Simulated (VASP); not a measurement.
# GaP (zincblende type) (F-43m) in VASP: notebook

The runs below take GaP (zincblende type) through single point, with PBEsol.

All numbers are computed with VASP 6.6.1; they aren't measurements. Logs are shortened: lines on timing, memory, paths and dates and some standing lists are left out, and cuts for length are marked.

## (1) The cell of the first run

Symmetry: F-43m, No. 216, cubic system. The conventional cell has a = 4.874 Å, b = 4.874 Å, c = 4.874 Å, α = 90.00°, β = 90.00°, γ = 90.00°. Within 2.8 Å of Ga (site symmetry -43m) lie 4 P at 2.11 Å. Within 2.8 Å of P (site symmetry -43m) lie 4 Ga at 2.11 Å.

## (2) Single point, PBEsol (14.48 Å³/atom)

File INCAR:

```
PREC = Accurate ; ENCUT = 520
EDIFF = 1E-7 ; ISMEAR = -1
SIGMA = 0.05 ; LREAL = F
LASPH = T ; NELM = 100
ALGO = Normal ; ISIF = 2
LWAVE = F ; LCHARG = T
GGA = PS ; LELF = T
LVHAR = T ; NBANDS = 16
```

File KPOINTS:

```
regular mesh
0
Gamma
  12 12 12
```

File POSCAR:

```
GaP
1.0
    0.0000000000      2.4371704788      2.4371704788
    2.4371704788      0.0000000000      2.4371704788
    2.4371704788      2.4371704788      0.0000000000
Ga P
1 1
Direct
    0.0000000000      0.0000000000      0.0000000000
    0.2500000000      0.2500000000      0.2500000000
```

Potentials or basis: VASP PAW PBE potentials, release 64 (Ga_d, P).

Started as:

```bash
> cat potpaw_PBE.64/Ga_d/POTCAR potpaw_PBE.64/P/POTCAR > POTCAR
> mpirun -np 1 vasp_std > vasp.out
```

OUTCAR:

```text
PREC = Accurate
   ENCUT = 520
   EDIFF = 1E-7
   ISMEAR = -1
   LREAL = F
   LASPH = T
   NELM = 100
   ISIF = 2
   GGA = PS

 ion  position               nearest neighbor table
   1  0.000  0.000  0.000-   2 2.11   2 2.11   2 2.11   2 2.11
   2  0.250  0.250  0.250-   1 2.11   1 2.11   1 2.11   1 2.11

  LATTYP: Found a face centered cubic cell.
 ALAT       =     4.8743409576

  Lattice vectors:

 A1 = (   0.0000000000,   2.4371704788,   2.4371704788)
 A2 = (   2.4371704788,   0.0000000000,   2.4371704788)
 A3 = (   2.4371704788,   2.4371704788,   0.0000000000)

Analysis of symmetry for initial positions (statically):
=====================================================================
 Subroutine PRICEL returns:
 Original cell was already a primitive cell.

 Routine SETGRP: Setting up the symmetry group for a
 face centered cubic supercell.

 Subroutine GETGRP returns: Found 24 space group operations
 (whereof 24 operations were pure point group operations)
 out of a pool of 48 trial point group operations.

The static configuration has the point symmetry T_d .

Analysis of symmetry for dynamics (positions and initial velocities):
=====================================================================
 Subroutine PRICEL returns:
 Original cell was already a primitive cell.

 Routine SETGRP: Setting up the symmetry group for a
 face centered cubic supercell.

 Subroutine GETGRP returns: Found 24 space group operations
 (whereof 24 operations were pure point group operations)
 out of a pool of 48 trial point group operations.

The dynamic configuration has the point symmetry T_d .

 Subroutine INISYM returns: Found 24 space group operations
 (whereof 24 operations are pure point group operations),
 and found     1 'primitive' translations

----------------------------------------------------------------------------------------

                                     Primitive cell

  volume of cell :      28.9526

  direct lattice vectors                    reciprocal lattice vectors
     0.000000000  2.437170479  2.437170479    -0.205155940  0.205155940  0.205155940
     2.437170479  0.000000000  2.437170479     0.205155940 -0.205155940  0.205155940
     2.437170479  2.437170479  0.000000000     0.205155940  0.205155940 -0.205155940

  length of vectors
     3.446679545  3.446679545  3.446679545     0.355340511  0.355340511  0.355340511

  position of ions in fractional coordinates (direct lattice)
     0.000000000  0.000000000  0.000000000
     0.250000000  0.250000000  0.250000000

  ion indices of the primitive-cell ions
   primitive index   ion index
                 1           1
                 2           2

----------------------------------------------------------------------------------------

 KPOINTS: regular mesh

Automatic generation of k-mesh.
 Grid dimensions read from file:
 generate k-points for:   12   12   12

 Generating k-lattice:

  Cartesian coordinates                     Fractional coordinates (reciprocal lattice)
    -0.017096328  0.017096328  0.017096328     0.083333333  0.000000000  0.000000000
     0.017096328 -0.017096328  0.017096328     0.000000000  0.083333333  0.000000000
     0.017096328  0.017096328 -0.017096328     0.000000000  0.000000000  0.083333333

  Length of vectors
     0.029611709  0.029611709  0.029611709

  Shift w.r.t. Gamma in fractional coordinates (k-lattice)
     0.000000000  0.000000000  0.000000000

 Subroutine IBZKPT returns following result:
 ===========================================

 Found     72 irreducible k-points:

 Following reciprocal coordinates:
            Coordinates               Weight
  0.000000  0.000000  0.000000      1.000000
  0.083333  0.000000  0.000000      8.000000
  0.166667  0.000000  0.000000      8.000000
  0.250000  0.000000  0.000000      8.000000
  0.333333  0.000000  0.000000      8.000000
  0.416667  0.000000  0.000000      8.000000
[... 16 lines left out ...]
  0.500000  0.166667  0.000000     24.000000
 -0.416667  0.166667  0.000000     24.000000
 [... further k-points ...]
   k-points           NKPTS =     72   k-points in BZ     NKDIM =     72   number of bands    NBANDS=     16
   number of dos      NEDOS =    301   number of ions     NIONS =      2
   total plane-waves  NPLWV =  21952
   dimension x,y,z NGX =    28 NGY =   28 NGZ =   28
   dimension x,y,z NGXF=    56 NGYF=   56 NGZF=   56
   ions per type =               1   1
   NGX,Y,Z   is equivalent  to a cutoff of  13.51, 13.51, 13.51 a.u.
   NGXF,Y,Z  is equivalent  to a cutoff of  27.01, 27.01, 27.01 a.u.
 SYSTEM =  unknown system
   PREC   = accura    normal or accurate (medium, high low for compatibility)
   ISTART =      0    job   : 0-new  1-cont  2-samecut
   ICHARG =      2    charge: 1-file 2-atom 10-const
   ISPIN  =      1    spin polarized calculation?
   LNONCOLLINEAR =      F non collinear calculations
   LSORBIT =      F    spin-orbit coupling
   LASPH  =      T    aspherical Exc in radial PAW
   ENCUT  =  520.0 eV  38.22 Ry    6.18 a.u.   6.41  6.41  6.41*2*pi/ulx,y,z
   NELM   =    100;   NELMIN=  2; NELMDL= -5     # of ELM steps
   EDIFF  = 0.1E-06   stopping-criterion for ELM
   LREAL  =      F    real-space projection
   EDIFFG = 0.1E-05   stopping-criterion for IOM
   NSW    =      0    number of steps for IOM
   IBRION =     -1    ionic relax: 0-MD 1-quasi-New 2-CG
   NFREE  =      0    steps in history (QN), initial steepest desc. (CG)
   ISIF   =      2    stress and relaxation
   ISYM   =      2    0-nonsym 1-usesym 2-fastsym
   POTIM  = 0.5000    time-step for ionic-motion
   TEBEG  =    0.0;   TEEND  =   0.0 temperature during run
   PSTRESS=    0.0 pullay stress
   NELECT =      18.0000    total number of electrons
   NUPDOWN=      -1.0000    fix difference up-down
   EMIN   =  10.00;   EMAX   =-10.00  energy-range for DOS
   EFERMI =   0.00;   METHOD = LEGACY
   ISMEAR =    -1;   SIGMA  =   0.05  broadening in eV -4-tet -1-fermi 0-gaus
   EFERMI_NEDOS =   21; number of points for ismear=-14 and -15
   IALGO  =     38    algorithm
   IMIX   =      4    mixing-type and parameters
     AMIX     =   0.40;   BMIX     =  1.00
     AMIX_MAG =   1.60;   BMIX_MAG =  1.00
  volume/ion in A,a.u.               =      14.48        97.69
  Fermi-wavevector in a.u.,A,eV,Ry     =   1.397236  2.640393 26.562224  1.952268
  Thomas-Fermi vector in A             =   2.520512
   LORBIT       =      0    0 simple, 1 ext, 2 COOP (PROOUT), +10 PAW based schemes
   GGA     = PS    functional components
   LHFCALC =     F    Hartree Fock is set to
   AEXX    =    0.0000 exact exchange contribution
   IVDW    =     0    specifies the selected vdW correction
   LEPSILON=     F    determine dielectric tensor
   LRPA    =     F    only Hartree local field effects (RPA)
 non-spin polarized calculation
  energy-cutoff  :      520.00
  volume of cell :       28.95
 maximum number of plane-waves:       797
 NGX is ok and might be reduce to    28
   NGX = 13   NGY = 13   NGZ = 13

 number of electron      17.9999997 magnetization

 Free energy of the ion-electron system (eV)
  ---------------------------------------------------
  ext. energy  EPLUGINS =         0.00000000
  ---------------------------------------------------
  free energy    TOTEN  =        -8.44096889 eV

  energy without entropy =       -8.44095884  energy(sigma->0) =       -8.44096386

 E-fermi :   9.0025     XC(G=0): -11.6260

 val. band max:        8.7129896874   @ k =   0.0000   0.0000   0.0000
 cond. band min:       9.3252157856   @ k =   0.5000   0.5000   0.0000
 fundamental gap:      0.6122260982
 Fermi energy:         9.0024661811

 k-point     1 :       0.0000    0.0000    0.0000
  band No.  band energies     occupation
      1      -6.9639      2.00000
      2      -6.9639      2.00000
      3      -6.9639      2.00000
      4      -6.9213      2.00000
      5      -6.7100      2.00000
      6      -6.7100      2.00000
[... 8 lines left out ...]
     15      18.8566      0.00000
     16      18.9080      0.00000

 k-point     2 :       0.0833    0.0000    0.0000
  band No.  band energies     occupation
      1      -7.0629      2.00000
      2      -6.9578      2.00000
      3      -6.9578      2.00000
      4      -6.7104      2.00000
      5      -6.7104      2.00000
      6      -6.7057      2.00000
[... 8 lines left out ...]
     15      18.3374      0.00000
     16      19.4336      0.00000

 k-point     3 :       0.1667    0.0000    0.0000
  band No.  band energies     occupation
      1      -7.1290      2.00000
      2      -6.9423      2.00000
      3      -6.9423      2.00000
      4      -6.7104      2.00000
      5      -6.7104      2.00000
      6      -6.2908      2.00000
[... 8 lines left out ...]
     15      17.7083      0.00000
     16      19.8780      0.00000

 k-point     4 :       0.2500    0.0000    0.0000
  band No.  band energies     occupation
      1      -7.1763      2.00000
      2      -6.9240      2.00000
      3      -6.9240      2.00000
      4      -6.7074      2.00000
      5      -6.7074      2.00000
      6      -5.6687      2.00000
[... 8 lines left out ...]
     15      17.8083      0.00000
     16      19.5100      0.00000

 k-point     5 :       0.3333    0.0000    0.0000
  band No.  band energies     occupation
      1      -7.2128      2.00000
      2      -6.9097      2.00000
      3      -6.9097      2.00000
      4      -6.6999      2.00000
      5      -6.6999      2.00000
      6      -4.8571      2.00000
[... 8 lines left out ...]
     15      18.8082      0.00000
     16      20.0671      0.00000

 k-point     6 :       0.4167    0.0000    0.0000
  band No.  band energies     occupation
      1      -7.2368      2.00000
      2      -6.9021      2.00000
      3      -6.9021      2.00000
      4      -6.6914      2.00000
      5      -6.6914      2.00000
      6      -3.9611      2.00000
[... 8 lines left out ...]
     15      20.3112      0.00000
     16      21.4360      0.00000

 k-point     7 :       0.5000    0.0000    0.0000
  band No.  band energies     occupation
      1      -7.2453      2.00000
      2      -6.8999      2.00000
      3      -6.8999      2.00000
      4      -6.6876      2.00000
      5      -6.6876      2.00000
      6      -3.4469      2.00000
[... 8 lines left out ...]
     15      21.3598      0.00000
     16      22.2912      0.00000

 k-point     8 :       0.0833    0.0833    0.0000
  band No.  band energies     occupation
      1      -7.0766      2.00000
      2      -6.9526      2.00000
      3      -6.9526      2.00000
      4      -6.7248      2.00000
      5      -6.7057      2.00000
      6      -6.6501      2.00000
[... 8 lines left out ...]
     15      18.9803      0.00000
     16      19.6772      0.00000

 k-point     9 :       0.1667    0.0833    0.0000
  band No.  band energies     occupation
      1      -7.1243      2.00000
      2      -6.9408      2.00000
      3      -6.9373      2.00000
      4      -6.7264      2.00000
      5      -6.7017      2.00000
      6      -6.3360      2.00000
[... 8 lines left out ...]
     15      18.7312      0.00000
     16      20.5475      0.00000
[... 172 lines left out ...]
 k-point    19 :       0.1667    0.1667    0.0000
  band No.  band energies     occupation
      1      -7.1462      2.00000
      2      -6.9213      2.00000
      3      -6.9213      2.00000
      4      -6.7448      2.00000
      5      -6.6940      2.00000
      6      -6.1285      2.00000
[... 8 lines left out ...]
     15      19.3458      0.00000
     16      21.5810      0.00000

 k-point    20 :       0.2500    0.1667    0.0000
  band No.  band energies     occupation
      1      -7.1748      2.00000
      2      -6.9048      2.00000
      3      -6.9003      2.00000
      4      -6.7551      2.00000
      5      -6.6871      2.00000
      6      -5.6783      2.00000
[... 8 lines left out ...]
     15      19.4789      0.00000
     16      22.1243      0.00000

 k-point    21 :       0.3333    0.1667    0.0000
  band No.  band energies     occupation
      1      -7.2005      2.00000
      2      -6.8945      2.00000
      3      -6.8820      2.00000
      4      -6.7559      2.00000
      5      -6.6809      2.00000
      6      -5.0068      2.00000
[... 8 lines left out ...]
     15      20.0898      0.00000
     16      21.6838      0.00000

 k-point    22 :       0.4167    0.1667    0.0000
  band No.  band energies     occupation
      1      -7.2202      2.00000
      2      -6.8898      2.00000
      3      -6.8708      2.00000
      4      -6.7459      2.00000
      5      -6.6778      2.00000
      6      -4.1644      2.00000
[... 8 lines left out ...]
     15      21.2123      0.00000
     16      22.4262      0.00000

 k-point    23 :       0.5000    0.1667    0.0000
  band No.  band energies     occupation
      1      -7.2311      2.00000
      2      -6.8897      2.00000
      3      -6.8671      2.00000
      4      -6.7296      2.00000
      5      -6.6815      2.00000
      6      -3.3325      2.00000
[... 8 lines left out ...]
     15      21.4053      0.00000
     16      23.2041      0.00000

 k-point    24 :      -0.4167    0.1667    0.0000
  band No.  band energies     occupation
      1      -7.2308      2.00000
      2      -6.8914      2.00000
      3      -6.8694      2.00000
      4      -6.7147      2.00000
      5      -6.6935      2.00000
      6      -3.1566      2.00000
[... 8 lines left out ...]
     15      19.9864      0.00000
     16      22.3320      0.00000

 [... further k-points ...]

------------------------ aborting loop because EDIFF is reached ----------------------------------------

  FORCE on cell =-STRESS in cart. coord.  units (eV):
  Direction    XX          YY          ZZ          XY          YZ          ZX
  --------------------------------------------------------------------------------------
  -------------------------------------------------------------------------------------
  Total       10.1746660     10.1746660     10.1746660      0.0000000      0.0000000     -0.0000000
  in kB      563.0448896    563.0448896    563.0448896      0.0000000      0.0000000     -0.0000000
  external PRESSURE =     563.0448896 kB  Pullay stress =       0.0000000 kB

 VOLUME and BASIS-vectors are now :
 -----------------------------------------------------------------------------
  energy-cutoff  :      520.00
  volume of cell :       28.95
      direct lattice vectors                 reciprocal lattice vectors
     0.000000000  2.437170479  2.437170479    -0.205155940  0.205155940  0.205155940
     2.437170479  0.000000000  2.437170479     0.205155940 -0.205155940  0.205155940
     2.437170479  2.437170479  0.000000000     0.205155940  0.205155940 -0.205155940

 POSITION                                       TOTAL-FORCE (eV/Angst)
 -----------------------------------------------------------------------------------
      0.00000      0.00000      0.00000         0.000000      0.000000      0.000000
      1.21859      1.21859      1.21859        -0.000000     -0.000000     -0.000000
 -----------------------------------------------------------------------------------
    total drift:                                0.000001      0.000001      0.000001

  FREE ENERGIE OF THE ION-ELECTRON SYSTEM (eV)
  ---------------------------------------------------
  free  energy   TOTEN  =        -8.4409688913 eV

  energy  without entropy=       -8.4409588355  energy(sigma->0) =       -8.44096386
```

It took 32 s on 1 thread of Intel Xeon Platinum 8488C (Sapphire Rapids), shared host; peak memory 0.18 GiB.

Results:

- Free energy: -8.4410 eV
- Pressure: 56.3 GPa
- Band gap on the k mesh: 0.61 eV (least direct gap 3.50 eV)

Caveat: the cell stands under pressure; the PAW data sets were made with another functional, which shifts forces and pressure a little.

## (3) Single point, PBEsol (16.08 Å³/atom)

This run uses another cell than the first one, of 16.08 Å³/atom.

File INCAR:

```
PREC = Accurate ; ENCUT = 520
EDIFF = 1E-7 ; ISMEAR = -1
SIGMA = 0.05 ; LREAL = F
LASPH = T ; NELM = 60
ALGO = Normal ; ISIF = 2
LWAVE = F ; LCHARG = F
GGA = PS ; NBANDS = 16
```

File KPOINTS:

```
Automatic mesh
0
Gamma
  12 12 12
```

File POSCAR:

```
GaP
1.0
    0.0000000000      2.5242851114      2.5242851114
    2.5242851114      0.0000000000      2.5242851114
    2.5242851114      2.5242851114      0.0000000000
Ga P
1 1
Direct
    0.0000000000      0.0000000000      0.0000000000
    0.2500000000      0.2500000000      0.2500000000
```

Potentials or basis: VASP PAW PBE potentials, release 64 (Ga_d, P).

Started as:

```bash
> cat potpaw_PBE.64/Ga_d/POTCAR potpaw_PBE.64/P/POTCAR > POTCAR
> mpirun -np 1 vasp_std > vasp.out
```

Wall time 35 s (1 thread of Intel Xeon Platinum 8488C (Sapphire Rapids), shared host); peak memory 0.18 GiB.

It converged, with:

| Item | Value |
| --- | --- |
| Free energy | -9.2941 eV |
| Pressure | 30.6 GPa |
| Band gap on the k mesh | 0.94 eV (least direct gap 3.66 eV) |

Levels at points of the mesh, in eV from the valence-band top:
```
           k point  band 6  band 7  band 8  band 9  band 10  band 11  band 12  band 13
(0.00, 0.00, 0.00)  -14.52    0.00    0.00    0.00     3.66     3.66     3.66     3.70
(0.50, 0.00, 0.00)  -11.55   -8.26   -1.52   -1.52     2.28     4.47     4.47     8.33
(0.50, 0.50, 0.00)  -10.33   -8.06   -3.64   -3.64     0.94     1.32    12.23    12.23
```

Caveat: the cell stands under pressure; the PAW data sets were made with another functional, which shifts forces and pressure a little.

(Part 1 of 2 ends here.)
